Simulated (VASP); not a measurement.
K, 1 atom in the cell. Symmetry: Fm-3m, No. 225, cubic system. Conventional cell: a = 6.784 Å, b = 6.784 Å, c = 6.784 Å, α = 90.00°, β = 90.00°, γ = 90.00°. This isn't the form of K at room conditions, which is bcc.

- Program: VASP 6.6.1
- Task: relaxation of cell and atoms
- Functional: r2SCAN
- Dispersion: D4
- Potentials or basis: VASP PAW PBE potentials, release 64 (K_sv)
- Cutoff: 600 eV
- k mesh: 7 × 7 × 7
- Occupations: fermi-dirac, width 0.05 eV
- Spin: no spin polarisation
- Dipole correction: no
- Further INCAR settings: ALGO = Normal; EDIFF = 1e-06; IBRION = 2; EDIFFG = -0.01; NSW = 60; ISIF = 3

Potentials or basis: VASP PAW PBE potentials, release 64 (K_sv).

Launch:

```console
$ cat potpaw_PBE.64/K_sv/POTCAR > POTCAR
$ cp INCAR.step1 INCAR
$ mpirun -np 1 vasp_std > vasp.out
$ cp INCAR.step2 INCAR
$ mpirun -np 1 vasp_std > vasp.out
```

Hardware: 1 thread of Intel(R) Xeon(R) 6975P-C (Granite Rapids), on a shared host.

Task: How long does it take, and how much memory?

Result: Wall time 90 s on 1 thread of Intel(R) Xeon(R) 6975P-C (Granite Rapids), with other jobs on the host, peak memory 0.26 GiB. Counts: k points 20, ion steps 3.
